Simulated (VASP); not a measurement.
# Al2Te2O (P6/mmm) in VASP: further runs, part 2 of 2

VASP 6.6.1. Earlier steps stand in the parts before.

## 3. Relaxation of cell and atoms, PBE

This run uses another cell than the first one, of 32.73 Å³/atom, 0.993 times its volume.

INCAR

```
PREC = Accurate ; ENCUT = 600
EDIFF = 1E-7 ; ISMEAR = 0
SIGMA = 0.1 ; LREAL = F
LASPH = T ; NELM = 100
ALGO = Normal ; ISIF = 3
LWAVE = F ; LCHARG = F
GGA = PE ; IBRION = 2
NSW = 100 ; EDIFFG = -0.01
```

KPOINTS

```
regular mesh
0
Gamma
  9 9 6
```

POSCAR

```
Al2Te2O
1.0
    5.5563435630      0.0000000000      0.0000000000
   -2.7781717815      4.8119346777      0.0000000000
    0.0000000000      0.0000000000      6.1211303371
Al Te O
2 2 1
Direct
    0.0000000000      0.0000000000      0.7245601663
    0.0000000000      0.0000000000      0.2754398337
    0.3333333333      0.6666666667      0.0000000000
    0.6666666667      0.3333333333      0.0000000000
    0.0000000000      0.0000000000      0.0000000000
```

Potentials or basis: VASP PAW PBE potentials, release 64 (Al, Te, O).

Started as:

```console
$ cat potpaw_PBE.64/Al/POTCAR potpaw_PBE.64/Te/POTCAR potpaw_PBE.64/O/POTCAR > POTCAR
$ mpirun -np 1 vasp_std > vasp.out
```

Wall time 23 min (1 thread of AMD EPYC 7R43 (Zen 3), shared host); peak memory 0.42 GiB.

It converged, with:

```yaml
Free_energy: -19.1862 eV
Relaxed_volume: 32.97 Å³/atom
Relaxed_cell: a = 5.564 Å, b = 5.564 Å, c = 6.148 Å, α = 90.00°, β = 90.00°, γ = 120.00°
Space_group_after_relaxing_to_0.05_Å: P6/mmm (No. 191)
Energy_gained_by_relaxing: 0.1 meV/atom
Ionic_steps: 10
Pressure_after_relaxing: 0.0 GPa
Largest_force_after_relaxing: 0.009 eV/Å
Band_gap_on_the_k_mesh: zero (band 12 reaches 3.55 eV, above the bottom of band 13 at 2.92 eV)
```

Forces on the atoms (eV/Å):
```
Al   0.000  0.000  0.009
Al   0.000  0.000 -0.009
Te   0.000  0.000  0.000
Te   0.000  0.000  0.000
O    0.000  0.000  0.000
```

The path:
| step | energy change (eV) | largest force (eV/Å) | pressure (GPa) | volume (Å³) |
| --- | --- | --- | --- | --- |
| 1 | 0.0000 | 0.0361 | 0.16 | 163.66 |
| 2 | -0.0001 | 0.1087 | -0.07 | 164.44 |
| 3 | -0.0003 | 0.0405 | 0.04 | 164.07 |
| 4 | -0.0004 | 0.0144 | 0.02 | 164.37 |
| 5 | -0.0004 | 0.0029 | 0.01 | 164.51 |
| 6 | -0.0004 | 0.0014 | 0.00 | 164.56 |
| 7 | -0.0004 | 0.0115 | -0.02 | 164.69 |
| 8 | -0.0004 | 0.0214 | -0.04 | 164.79 |
| 9 | -0.0004 | 0.0183 | -0.04 | 164.80 |
| 10 | -0.0005 | 0.0089 | -0.03 | 164.85 |

Final structure:
```
Al Te O
1.0
     5.56447    0.00000    0.00000
    -2.78223    4.81897    0.00000
     0.00000    0.00000    6.14773
Al Te O
2 2 1
Direct
  0.00000 0.00000 0.72516
  0.00000 0.00000 0.27484
  0.33333 0.66667 0.00000
  0.66667 0.33333 0.00000
  0.00000 0.00000 0.00000
```

Levels at points of the mesh, in eV from the Fermi level:
```csv
k point,band 10,band 11,band 12,band 13,band 14,band 15
"(0.00, 0.00, 0.00)",-3.14,-0.29,0.25,0.25,1.42,2.31
"(0.00, 0.00, 0.50)",-2.32,-0.99,-0.42,0.55,0.55,0.61
```

Caveat: spin-orbit coupling is left out, which moves the levels of the heavy elements.

## 4. Single point, PBE

This run uses another cell than the first one, of 25.79 Å³/atom, 0.783 times its volume.

INCAR

```
  PREC = Accurate
  ENCUT = 520
  EDIFF = 1E-6
  ISMEAR = 0
  SIGMA = 0.1
  LREAL = False
  LASPH = True
  NELM = 100
  ALGO = Normal
  ISIF = 2
  LWAVE = False
  LCHARG = False
  GGA = PE
  NBANDS = 20
```

KPOINTS

```
regular mesh
0
Gamma
  6 6 4
```

POSCAR

```
Al2Te2O
1.0
    4.5162123200      0.0000000000      0.0000000000
   -2.2581061600      3.9111546000      0.0000000000
    0.0000000000      0.0000000000      7.3012916000
Al Te O
2 2 1
Direct
    0.0000000000      0.0000000000      0.8100002900
    0.0000000000      0.0000000000      0.1899997100
    0.3333333300      0.6666666700      0.0000000000
    0.6666666700      0.3333333300      0.0000000000
    0.0000000000      0.0000000000      0.0000000000
```

Started as:

```console
$ cat potpaw_PBE.64/Al/POTCAR potpaw_PBE.64/Te/POTCAR potpaw_PBE.64/O/POTCAR > POTCAR
$ mpirun -np 1 vasp_std > vasp.out
```

It took 79 s on 1 thread of AMD EPYC 7R43 (Zen 3), shared host; peak memory 0.23 GiB.

Results (log left out):

```yaml
Free_energy: -8.0909 eV
Pressure: 53.2 GPa
Largest_force: 23.206 eV/Å
Band_gap_on_the_k_mesh: zero (band 12 reaches 6.11 eV, above the bottom of band 13 at 4.57 eV)
```

Forces on the atoms (eV/Å):
```
Al    0.000   0.000 -23.206
Al    0.000   0.000  23.206
Te    0.000   0.000   0.000
Te    0.000   0.000   0.000
O     0.000   0.000   0.000
```

Stress tensor (GPa, compression positive):
```
40.39  0.00  0.00
 0.00 40.39  0.00
 0.00  0.00 78.95
```

Levels at points of the mesh, in eV from the Fermi level:
```
           k point  band 10  band 11  band 12  band 13  band 14  band 15
(0.00, 0.00, 0.00)    -2.59     0.13     1.06     1.25     1.25     1.91
(0.50, 0.00, 0.00)    -3.52    -0.90    -0.08     0.67     1.30     1.31
(0.00, 0.00, 0.50)    -1.87    -0.33     0.12     1.27     1.27     1.83
(0.50, 0.00, 0.50)    -3.60    -0.60    -0.24     0.59     1.31     2.01
```

Caveat: spin-orbit coupling is left out, which moves the levels of the heavy elements; forces of over 1 eV/Å act on the atoms, so gaps and moduli don't describe the material at rest.

## 5. Single point, PBE

This run uses another cell than the first one, of 32.73 Å³/atom, 0.993 times its volume.

INCAR

```
SYSTEM = Al2Te2O
PREC = Accurate
ENCUT = 520
EDIFF = 1E-6
ISMEAR = 0
SIGMA = 0.1
LREAL = .FALSE.
LASPH = .TRUE.
NELM = 100
ALGO = Normal
ISIF = 2
LWAVE = .FALSE.
LCHARG = .TRUE.
GGA = PE
LELF = .TRUE.
LVHAR = .TRUE.
NBANDS = 20
```

KPOINTS

```
regular mesh
0
G
  6 6 4
  0 0 0
```

POSCAR

```
Al2Te2O
1.0
    5.5563435630      0.0000000000      0.0000000000
   -2.7781717815      4.8119346777      0.0000000000
    0.0000000000      0.0000000000      6.1211303371
Al Te O
2 2 1
Direct
    0.0000000000      0.0000000000      0.7245601663
    0.0000000000      0.0000000000      0.2754398337
    0.3333333333      0.6666666667      0.0000000000
    0.6666666667      0.3333333333      0.0000000000
    0.0000000000      0.0000000000      0.0000000000
```

Potentials or basis: VASP PAW PBE potentials, release 64 (Al, Te, O).

Started as:

```console
$ cat potpaw_PBE.64/Al/POTCAR potpaw_PBE.64/Te/POTCAR potpaw_PBE.64/O/POTCAR > POTCAR
$ mpirun -np 1 vasp_std > vasp.out
```

OUTCAR:

```text
SYSTEM = Al2Te2O
   PREC = Accurate
   ENCUT = 520
   EDIFF = 1E-6
   ISMEAR = 0
   LREAL = .FALSE.
   LASPH = .TRUE.
   NELM = 100
   ISIF = 2
   GGA = PE

 ion  position               nearest neighbor table
   1  0.000  0.000  0.725-   5 1.69   2 2.75
   2  0.000  0.000  0.275-   5 1.69   1 2.75
   3  0.333  0.667  0.000-   4 3.21   4 3.21   4 3.21
   4  0.667  0.333  0.000-   3 3.21   3 3.21   3 3.21
   5  0.000  0.000  0.000-   1 1.69   2 1.69

  LATTYP: Found a hexagonal cell.
 ALAT       =     5.5563435630
 C/A-ratio  =     1.1016472016

  Lattice vectors:

 A1 = (   5.5563435630,   0.0000000000,   0.0000000000)
 A2 = (  -2.7781717815,   4.8119346777,   0.0000000000)
 A3 = (   0.0000000000,   0.0000000000,   6.1211303371)

Analysis of symmetry for initial positions (statically):
=====================================================================
 Subroutine PRICEL returns:
 Original cell was already a primitive cell.

 Routine SETGRP: Setting up the symmetry group for a
 hexagonal supercell.

 Subroutine GETGRP returns: Found 24 space group operations
[... 169 lines left out ...]

 val. band max:        3.3317575523   @ k =   0.3333   0.3333   0.0000
 cond. band min:       3.4321971697   @ k =   0.5000   0.0000   0.5000
 fundamental gap:      0.1004396174
 Fermi energy:         3.4298163562

 k-point     1 :       0.0000    0.0000    0.0000
  band No.  band energies     occupation
      1     -16.5755      2.00000
      2      -8.7100      2.00000
      3      -6.0273      2.00000
      4      -4.6622      2.00000
      5      -1.9879      2.00000
      6      -1.9879      2.00000
[... 472 lines left out ...]
     19       7.2161      0.00000
     20       9.2570      0.00000

------------------------ aborting loop because EDIFF is reached ----------------------------------------

  FORCE on cell =-STRESS in cart. coord.  units (eV):
  Direction    XX          YY          ZZ          XY          YZ          ZX
  --------------------------------------------------------------------------------------
  -------------------------------------------------------------------------------------
  Total       -0.0010380     -0.0010380      0.1493257      0.0000000     -0.0000000     -0.0000000
  in kB       -0.0101619     -0.0101619      1.4618564      0.0000000     -0.0000000     -0.0000000
  external PRESSURE =       0.4805108 kB  Pullay stress =       0.0000000 kB

 VOLUME and BASIS-vectors are now :
 -----------------------------------------------------------------------------
  energy-cutoff  :      520.00
  volume of cell :      163.66
      direct lattice vectors                 reciprocal lattice vectors
     5.556343563  0.000000000  0.000000000     0.179974472  0.103908310  0.000000000
    -2.778171782  4.811934678  0.000000000     0.000000000  0.207816620  0.000000000
     0.000000000  0.000000000  6.121130337     0.000000000  0.000000000  0.163368519

 POSITION                                       TOTAL-FORCE (eV/Angst)
 -----------------------------------------------------------------------------------
      0.00000      0.00000      4.43513         0.000000      0.000000     -0.044969
      0.00000      0.00000      1.68600        -0.000000     -0.000000      0.044969
     -0.00000      3.20796      0.00000         0.000000     -0.000000      0.000000
      2.77817      1.60398      0.00000        -0.000000      0.000000     -0.000000
      0.00000      0.00000      0.00000         0.000000      0.000000      0.000000
 -----------------------------------------------------------------------------------
    total drift:                               -0.000000      0.000000      0.000000

  FREE ENERGIE OF THE ION-ELECTRON SYSTEM (eV)
  ---------------------------------------------------
  free  energy   TOTEN  =       -19.1976773913 eV

  energy  without entropy=      -19.1896208335  energy(sigma->0) =      -19.19364911
```

It took 86 s on 1 thread of AMD EPYC 7R43 (Zen 3), shared host; peak memory 0.27 GiB.

What came out:

```yaml
Free_energy: -19.1977 eV
Pressure: 0.0 GPa
Largest_force: 0.045 eV/Å
Band_gap_on_the_k_mesh: zero (band 12 reaches 3.56 eV, above the bottom of band 13 at 3.02 eV)
```

Forces on the atoms (eV/Å):
```
Al   0.000  0.000 -0.045
Al   0.000  0.000  0.045
Te   0.000  0.000  0.000
Te   0.000  0.000  0.000
O    0.000  0.000  0.000
```

Stress tensor (GPa, compression positive):
```
0.00 0.00 0.00
0.00 0.00 0.00
0.00 0.00 0.15
```

Levels at points of the mesh, in eV from the Fermi level:
```
           k point  band 10  band 11  band 12  band 13  band 14  band 15
(0.00, 0.00, 0.00)    -3.26    -0.40     0.13     0.13     1.38     2.19
(0.50, 0.00, 0.00)    -2.50    -1.77    -0.13     0.37     0.52     0.84
(0.00, 0.00, 0.50)    -2.44    -1.05    -0.53     0.44     0.44     0.49
(0.50, 0.00, 0.50)    -2.74    -1.67     0.00     0.06     0.18     0.87
```

Caveat: spin-orbit coupling is left out, which moves the levels of the heavy elements.

## 6. The runs side by side

| task | cell | k mesh | cutoff (eV) | gap on the mesh (eV) | pressure (GPa) | largest force (eV/Å) |
| --- | --- | --- | --- | --- | --- | --- |
| single point | a = 5.572, b = 5.572, c = 6.129 Å, angles 90.0, 90.0, 120.0°, 5 atoms | 9 × 9 × 6 | 520 | none | 0.0 | 0.05 |
| relaxation of cell and atoms | relaxed from a = 5.556, b = 5.556, c = 6.121 Å, angles 90.0, 90.0, 120.0°, 5 atoms | 9 × 9 × 6 | 600 | none | 0.0 | 0.01 |
| single point | a = 4.516, b = 4.516, c = 7.301 Å, angles 90.0, 90.0, 120.0°, 5 atoms | 6 × 6 × 4 | 520 | none | 53.2 | 23.21 |
| single point | a = 5.556, b = 5.556, c = 6.121 Å, angles 90.0, 90.0, 120.0°, 5 atoms | 6 × 6 × 4 | 520 | none | 0.0 | 0.04 |

Alike in all rows: level PBE; potentials or basis VASP PAW PBE potentials, release 64 (Al, Te, O); no spin polarisation; smearing gaussian 0.1 eV.

Caveats: spin-orbit coupling is left out, which moves the levels of the heavy elements; forces of over 1 eV/Å act on the atoms, so gaps and moduli don't describe the material at rest (some runs).

Total energies depend on the potentials used, so only differences within one code and one set of settings carry meaning.
